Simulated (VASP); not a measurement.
# Ta (Im-3m) in VASP: a series of runs

Ta is run at these levels: r2SCAN; tasks: single point, relaxation of cell and atoms.

All numbers are computed with VASP 6.6.1; they aren't measurements. Logs are shortened: lines on timing, memory, paths and dates and some standing lists are left out, and cuts for length are marked.

## Step 1: The cell of the first run

It takes space group Im-3m (No. 229, cubic). Conventional cell: a = 3.305 Å, b = 3.305 Å, c = 3.305 Å, α = 90.00°, β = 90.00°, γ = 90.00°. Ta (site symmetry m-3m) has 14 Ta at 2.86 to 3.31 Å within 3.8 Å.

## Step 2: Single point, r2SCAN

File POSCAR:

```
Ta
1.0
    3.3051700108      0.0000000000      0.0000000000
    0.0000000000      3.3051700108      0.0000000000
    0.0000000000      0.0000000000      3.3051700108
Ta
2
Direct
    0.0000000000      0.0000000000      0.0000000000
    0.5000000000      0.5000000000      0.5000000000
```

File INCAR.step1:

```
SYSTEM = Ta
ALGO = Normal ; EDIFF = 1E-4
ENCUT = 520 ; GGA = PE
ISMEAR = 0 ; LASPH = .TRUE.
LCHARG = .FALSE. ; LREAL = .FALSE.
LWAVE = .TRUE. ; NBANDS = 18
NELM = 100 ; PREC = Accurate
SIGMA = 0.05
```

File INCAR.step2:

```
SYSTEM = Ta
ALGO = Normal ; EDIFF = 1E-6
ENCUT = 520 ; ISIF = 2
ISMEAR = 0 ; ISTART = 1
LASPH = .TRUE. ; LCHARG = .FALSE.
LMIXTAU = .TRUE. ; LREAL = .FALSE.
LWAVE = .FALSE. ; METAGGA = R2SCAN
NBANDS = 18 ; NELM = 100
PREC = Accurate ; SIGMA = 0.05
```

File KPOINTS:

```
k-points
0
G
  8 8 8
  0 0 0
```

Potentials or basis: VASP PAW PBE potentials, release 64 (Ta_pv).

Launch:

```
> cat potpaw_PBE.64/Ta_pv/POTCAR > POTCAR
> cp INCAR.step1 INCAR
> mpirun -np 1 vasp_std > vasp.out
> cp INCAR.step2 INCAR
> mpirun -np 1 vasp_std > vasp.out
```

OUTCAR:

```text
SYSTEM = Ta
   EDIFF = 1E-6
   ENCUT = 520
   ISIF = 2
   ISMEAR = 0
   ISTART = 1
   LASPH = .TRUE.
   LREAL = .FALSE.
   METAGGA = R2SCAN
   NELM = 100
   PREC = Accurate

 ion  position               nearest neighbor table
   1  0.000  0.000  0.000-   2 2.86   2 2.86   2 2.86   2 2.86   2 2.86   2 2.86   2 2.86   2 2.86

   2  0.500  0.500  0.500-   1 2.86   1 2.86   1 2.86   1 2.86   1 2.86   1 2.86   1 2.86   1 2.86

  LATTYP: Found a simple cubic cell.
 ALAT       =     3.3051700108

  Lattice vectors:

 A1 = (   3.3051700108,   0.0000000000,   0.0000000000)
 A2 = (   0.0000000000,   3.3051700108,   0.0000000000)
 A3 = (   0.0000000000,   0.0000000000,   3.3051700108)

Analysis of symmetry for initial positions (statically):
=====================================================================
 Subroutine PRICEL returns following result:

  LATTYP: Found a body centered cubic cell.
 ALAT       =     3.3051700108

  Lattice vectors:

 A1 = (   1.6525850054,   1.6525850054,  -1.6525850054)
 A2 = (  -1.6525850054,   1.6525850054,   1.6525850054)
 A3 = (   1.6525850054,  -1.6525850054,   1.6525850054)

   2 primitive cells build up your supercell.

 Routine SETGRP: Setting up the symmetry group for a
 simple cubic supercell.

 Subroutine GETGRP returns: Found 48 space group operations
 (whereof 48 operations were pure point group operations)
 out of a pool of 48 trial point group operations.

The static configuration has the point symmetry O_h .

Analysis of symmetry for dynamics (positions and initial velocities):
=====================================================================
 Subroutine PRICEL returns following result:

  LATTYP: Found a body centered cubic cell.
 ALAT       =     3.3051700108

  Lattice vectors:

 A1 = (   1.6525850054,   1.6525850054,  -1.6525850054)
 A2 = (  -1.6525850054,   1.6525850054,   1.6525850054)
 A3 = (   1.6525850054,  -1.6525850054,   1.6525850054)

   2 primitive cells build up your supercell.

 Routine SETGRP: Setting up the symmetry group for a
 simple cubic supercell.

 Subroutine GETGRP returns: Found 48 space group operations
 (whereof 48 operations were pure point group operations)
 out of a pool of 48 trial point group operations.

The dynamic configuration has the point symmetry O_h .

 Subroutine INISYM returns: Found 48 space group operations
 (whereof 48 operations are pure point group operations),
 and found     2 'primitive' translations

----------------------------------------------------------------------------------------

                                     Primitive cell

  volume of cell :      18.0531

  direct lattice vectors                    reciprocal lattice vectors
     1.652585005  1.652585005 -1.652585005     0.302556297  0.302556297  0.000000000
    -1.652585005  1.652585005  1.652585005    -0.000000000  0.302556297  0.302556297
     1.652585005 -1.652585005  1.652585005     0.302556297  0.000000000  0.302556297

  length of vectors
     2.862361193  2.862361193  2.862361193     0.427879219  0.427879219  0.427879219

  position of ions in fractional coordinates (direct lattice)
     0.000000000  0.000000000  0.000000000

  ion indices of the primitive-cell ions
   primitive index   ion index
                 1           1

----------------------------------------------------------------------------------------

 KPOINTS: k-points

Automatic generation of k-mesh.
 Grid dimensions read from file:
 generate k-points for:    8    8    8

 Generating k-lattice:

  Cartesian coordinates                     Fractional coordinates (reciprocal lattice)
     0.037819537  0.000000000  0.000000000     0.125000000  0.000000000  0.000000000
     0.000000000  0.037819537  0.000000000     0.000000000  0.125000000  0.000000000
     0.000000000  0.000000000  0.037819537     0.000000000  0.000000000  0.125000000

  Length of vectors
     0.037819537  0.037819537  0.037819537

  Shift w.r.t. Gamma in fractional coordinates (k-lattice)
     0.000000000  0.000000000  0.000000000

 Subroutine IBZKPT returns following result:
 ===========================================

 Found     35 irreducible k-points:

 Following reciprocal coordinates:
            Coordinates               Weight
  0.000000  0.000000  0.000000      1.000000
  0.125000  0.000000  0.000000      6.000000
  0.250000  0.000000  0.000000      6.000000
  0.375000  0.000000  0.000000      6.000000
  0.500000  0.000000  0.000000      3.000000
  0.125000  0.125000  0.000000     12.000000
[... 16 lines left out ...]
  0.375000  0.375000  0.125000     24.000000
  0.500000  0.375000  0.125000     24.000000
 [... further k-points ...]
   k-points           NKPTS =     35   k-points in BZ     NKDIM =     35   number of bands    NBANDS=     18
   number of dos      NEDOS =    301   number of ions     NIONS =      2
   total plane-waves  NPLWV =  21952
   dimension x,y,z NGX =    28 NGY =   28 NGZ =   28
   dimension x,y,z NGXF=    56 NGYF=   56 NGZF=   56
   ions per type =               2
   NGX,Y,Z   is equivalent  to a cutoff of  14.08, 14.08, 14.08 a.u.
   NGXF,Y,Z  is equivalent  to a cutoff of  28.17, 28.17, 28.17 a.u.
 SYSTEM =  Ta
   PREC   = accura    normal or accurate (medium, high low for compatibility)
   ISTART =      1    job   : 0-new  1-cont  2-samecut
   ICHARG =      0    charge: 1-file 2-atom 10-const
   ISPIN  =      1    spin polarized calculation?
   LNONCOLLINEAR =      F non collinear calculations
   LSORBIT =      F    spin-orbit coupling
   LASPH  =      T    aspherical Exc in radial PAW
   ENCUT  =  520.0 eV  38.22 Ry    6.18 a.u.   6.15  6.15  6.15*2*pi/ulx,y,z
   NELM   =    100;   NELMIN=  2; NELMDL=  0     # of ELM steps
   EDIFF  = 0.1E-05   stopping-criterion for ELM
   LREAL  =      F    real-space projection
   EDIFFG = 0.1E-04   stopping-criterion for IOM
   NSW    =      0    number of steps for IOM
   IBRION =     -1    ionic relax: 0-MD 1-quasi-New 2-CG
   NFREE  =      0    steps in history (QN), initial steepest desc. (CG)
   ISIF   =      2    stress and relaxation
   ISYM   =      2    0-nonsym 1-usesym 2-fastsym
   POTIM  = 0.5000    time-step for ionic-motion
   TEBEG  =    0.0;   TEEND  =   0.0 temperature during run
   PSTRESS=    0.0 pullay stress
   NELECT =      22.0000    total number of electrons
   NUPDOWN=      -1.0000    fix difference up-down
   EMIN   =  10.00;   EMAX   =-10.00  energy-range for DOS
   EFERMI =   0.00;   METHOD = LEGACY
   ISMEAR =     0;   SIGMA  =   0.05  broadening in eV -4-tet -1-fermi 0-gaus
   EFERMI_NEDOS =   21; number of points for ismear=-14 and -15
   IALGO  =     38    algorithm
   IMIX   =      4    mixing-type and parameters
     AMIX     =   0.40;   BMIX     =  1.00
     AMIX_MAG =   1.60;   BMIX_MAG =  1.00
  volume/ion in A,a.u.               =      18.05       121.83
  Fermi-wavevector in a.u.,A,eV,Ry     =   1.387891  2.622733 26.208093  1.926240
  Thomas-Fermi vector in A             =   2.512069
   LORBIT       =      0    0 simple, 1 ext, 2 COOP (PROOUT), +10 PAW based schemes
   METAGGA = R2SCAN    functional components
   LHFCALC =     F    Hartree Fock is set to
   AEXX    =    0.0000 exact exchange contribution
   IVDW    =     0    specifies the selected vdW correction
   LEPSILON=     F    determine dielectric tensor
   LRPA    =     F    only Hartree local field effects (RPA)
 non-spin polarized calculation
 Gauss-broadening in eV      SIGMA  =   0.05
  energy-cutoff  :      520.00
  volume of cell :       36.11
 maximum number of plane-waves:       992
 NGX is ok and might be reduce to    28
   NGX = 13   NGY = 13   NGZ = 13

 number of electron      21.9999999 magnetization

 Free energy of the ion-electron system (eV)
  ---------------------------------------------------
  ext. energy  EPLUGINS =         0.00000000
  ---------------------------------------------------
  free energy    TOTEN  =       -97.16033274 eV

  energy without entropy =      -97.15767409  energy(sigma->0) =      -97.15900342

 E-fermi :   5.2548     XC(G=0): -13.7592

 val. band max:        5.2334415546   @ k =   0.2500   0.2500   0.0000
 cond. band min:       5.3436002711   @ k =   0.3750   0.3750   0.0000
 fundamental gap:      0.1101587165
 Fermi energy:         5.2548342233

 k-point     1 :       0.0000    0.0000    0.0000
  band No.  band energies     occupation
      1     -29.7814      2.00000
      2     -29.7814      2.00000
      3     -29.7814      2.00000
      4     -28.9330      2.00000
      5     -28.9330      2.00000
      6     -28.9330      2.00000
[... 10 lines left out ...]
     17      12.3972      0.00000
     18      14.3025      0.00000

 k-point     2 :       0.1250    0.0000    0.0000
  band No.  band energies     occupation
      1     -29.7833      2.00000
      2     -29.7481      2.00000
      3     -29.7481      2.00000
      4     -29.0030      2.00000
      5     -28.9640      2.00000
      6     -28.9640      2.00000
[... 10 lines left out ...]
     17      12.0377      0.00000
     18      13.2538      0.00000

 k-point     3 :       0.2500    0.0000    0.0000
  band No.  band energies     occupation
      1     -29.7741      2.00000
      2     -29.6537      2.00000
      3     -29.6537      2.00000
      4     -29.1834      2.00000
      5     -29.0530      2.00000
      6     -29.0530      2.00000
[... 10 lines left out ...]
     17      11.1076      0.00000
     18      11.4775      0.00000

 k-point     4 :       0.3750    0.0000    0.0000
  band No.  band energies     occupation
      1     -29.7210      2.00000
      2     -29.5132      2.00000
      3     -29.5132      2.00000
      4     -29.4047      2.00000
      5     -29.1878      2.00000
      6     -29.1878      2.00000
[... 375 lines left out ...]
      4     -29.3849      2.00000
      5     -29.0615      2.00000
      6     -29.0615      2.00000
[... 10 lines left out ...]
     17      12.3978      0.00000
     18      12.3978      0.00000

 k-point    23 :       0.3750    0.3750    0.1250
  band No.  band energies     occupation
      1     -30.0603      2.00000
      2     -29.9746      2.00000
      3     -29.4629      2.00000
      4     -29.2871      2.00000
      5     -29.0632      2.00000
      6     -28.9840      2.00000
[... 10 lines left out ...]
     17      12.3008      0.00000
     18      14.3397      0.00000

 k-point    24 :       0.5000    0.3750    0.1250
  band No.  band energies     occupation
      1     -30.0645      2.00000
      2     -30.0645      2.00000
      3     -29.3681      2.00000
      4     -29.3681      2.00000
      5     -29.0054      2.00000
      6     -29.0054      2.00000
[... 10 lines left out ...]
     17      13.5183      0.00000
     18      13.5183      0.00000

 [... further k-points ...]

------------------------ aborting loop because EDIFF is reached ----------------------------------------

  FORCE on cell =-STRESS in cart. coord.  units (eV):
  Direction    XX          YY          ZZ          XY          YZ          ZX
  --------------------------------------------------------------------------------------
  -------------------------------------------------------------------------------------
  Total        0.1402817      0.1402817      0.1402817      0.0000000     -0.0000000      0.0000000
  in kB        6.2248682      6.2248682      6.2248682      0.0000000     -0.0000000      0.0000000
  external PRESSURE =       6.2248682 kB  Pullay stress =       0.0000000 kB

 VOLUME and BASIS-vectors are now :
 -----------------------------------------------------------------------------
  energy-cutoff  :      520.00
  volume of cell :       36.11
      direct lattice vectors                 reciprocal lattice vectors
     3.305170011  0.000000000  0.000000000     0.302556297  0.000000000  0.000000000
     0.000000000  3.305170011  0.000000000     0.000000000  0.302556297  0.000000000
     0.000000000  0.000000000  3.305170011     0.000000000  0.000000000  0.302556297

 POSITION                                       TOTAL-FORCE (eV/Angst)
 -----------------------------------------------------------------------------------
      0.00000      0.00000      0.00000        -0.000000     -0.000000     -0.000000
      1.65259      1.65259      1.65259         0.000000      0.000000      0.000000
 -----------------------------------------------------------------------------------
    total drift:                               -0.000000      0.000000      0.000000

  FREE ENERGIE OF THE ION-ELECTRON SYSTEM (eV)
  ---------------------------------------------------
  free  energy   TOTEN  =       -97.1603327388 eV

  energy  without entropy=      -97.1576740915  energy(sigma->0) =      -97.15900342
```

Run time: 64 s. Hardware: 1 thread of Intel Xeon 8259CL, shared host; peak memory 0.17 GiB.

What came out:

- Free energy: -97.1603 eV
- Pressure: 0.6 GPa
- Band gap on the k mesh: zero (bands 11 and 12 overlap by 2.80 eV)

Caveat: the PAW data sets were made with another functional, which shifts forces and pressure a little; spin-orbit coupling is left out, which moves the levels of the heavy elements.

## Step 3: Relaxation of cell and atoms, r2SCAN

This run uses another cell than the first one, of 17.97 Å³/atom.

File POSCAR:

```
Ta
1.0
    3.3000000000      0.0000000000      0.0000000000
    0.0000000000      3.3000000000      0.0000000000
    0.0000000000      0.0000000000      3.3000000000
Ta
2
Direct
    0.0000000000      0.0000000000      0.0000000000
    0.5000000000      0.5000000000      0.5000000000
```

File INCAR.step1:

```
SYSTEM = Ta
PREC     = Accurate       ! precision mode
ENCUT    = 600            ! plane-wave cutoff, eV
ISMEAR   = 0              ! smearing method
SIGMA    = 0.05           ! smearing width, eV
LREAL    = .False.        ! projectors in reciprocal space
LASPH    = .True.         ! aspherical terms in the spheres
NELM     = 100            ! most SCF steps
GGA      = PE             ! functional
ALGO     = Normal         ! electronic algorithm
EDIFF    = 1E-4           ! SCF threshold, eV
LWAVE    = .True.         ! write WAVECAR
LCHARG   = .False.        ! write CHGCAR
```

File INCAR.step2:

```
SYSTEM = Ta
PREC     = Accurate       ! precision mode
ENCUT    = 600            ! plane-wave cutoff, eV
EDIFF    = 1E-7           ! SCF threshold, eV
ISMEAR   = 0              ! smearing method
SIGMA    = 0.05           ! smearing width, eV
LREAL    = .False.        ! projectors in reciprocal space
LASPH    = .True.         ! aspherical terms in the spheres
NELM     = 100            ! most SCF steps
ALGO     = Normal         ! electronic algorithm
ISIF     = 3              ! what is computed and relaxed
LWAVE    = .False.        ! write WAVECAR
LCHARG   = .False.        ! write CHGCAR
METAGGA  = R2SCAN         ! meta-GGA
LMIXTAU  = .True.       
IBRION   = 2              ! ionic algorithm
NSW      = 80             ! ionic steps
EDIFFG   = -0.03          ! ionic threshold
ISTART   = 1
```

File KPOINTS:

```
Automatic mesh
0
Gamma
  8 8 8
  0 0 0
```

Potentials or basis: VASP PAW PBE potentials, release 64 (Ta_pv).

Launch:

```
> cat potpaw_PBE.64/Ta_pv/POTCAR > POTCAR
> cp INCAR.step1 INCAR
> mpirun -np 1 vasp_std > vasp.out
> cp INCAR.step2 INCAR
> mpirun -np 1 vasp_std > vasp.out
```

Wall time 3.5 min (1 thread of Intel Xeon 8259CL, shared host); peak memory 0.18 GiB.

The run converged. Its results:

* Free energy: -97.1612 eV
* Relaxed volume: 18.11 Å³/atom
* Relaxed cell: a = 3.308 Å, b = 3.308 Å, c = 3.308 Å, α = 90.00°, β = 90.00°, γ = 90.00°
* Space group after relaxing (to 0.1 Å): Im-3m (No. 229)
* Energy gained by relaxing: 0.7 meV/atom
* Ionic steps: 3
* Pressure after relaxing: 0.0 GPa
* Band gap on the k mesh: zero (bands 11 and 12 overlap by 2.78 eV)

The path:
```csv
step,energy change (eV),largest force (eV/Å),pressure (GPa),volume (Å³)
1,0.0000,0.0000,1.59,35.94
2,0.0064,0.0000,-3.69,36.87
3,-0.0013,0.0000,0.00,36.21
```

Final structure:
```xyz
2
Lattice="3.3084 0.0000 0.0000 0.0000 3.3084 0.0000 0.0000 0.0000 3.3084" Properties=species:S:1:pos:R:3 pbc="T T T"
Ta    0.0000    0.0000    0.0000
Ta    1.6542    1.6542    1.6542
```

Levels at points of the mesh, in eV from the Fermi level:
| k point | band 8 | band 9 | band 10 | band 11 | band 12 | band 13 | band 14 | band 15 |
| --- | --- | --- | --- | --- | --- | --- | --- | --- |
| (0.00, 0.00, 0.00) | -3.87 | -3.87 | 0.89 | 0.89 | 0.89 | 4.36 | 4.36 | 7.12 |
| (0.50, 0.00, 0.00) | -3.89 | -0.84 | -0.84 | 1.38 | 1.38 | 1.38 | 1.38 | 3.43 |
| (0.50, 0.50, 0.00) | -4.49 | -1.50 | -1.50 | 1.49 | 1.49 | 4.23 | 4.23 | 5.28 |
| (0.50, 0.50, 0.50) | -1.29 | -1.29 | -1.29 | -1.29 | -1.29 | 5.46 | 5.46 | 5.46 |

Caveat: the PAW data sets were made with another functional, which shifts forces and pressure a little; spin-orbit coupling is left out, which moves the levels of the heavy elements.

The gap in the log of VASP goes by the Fermi energy; the results here count the filled bands.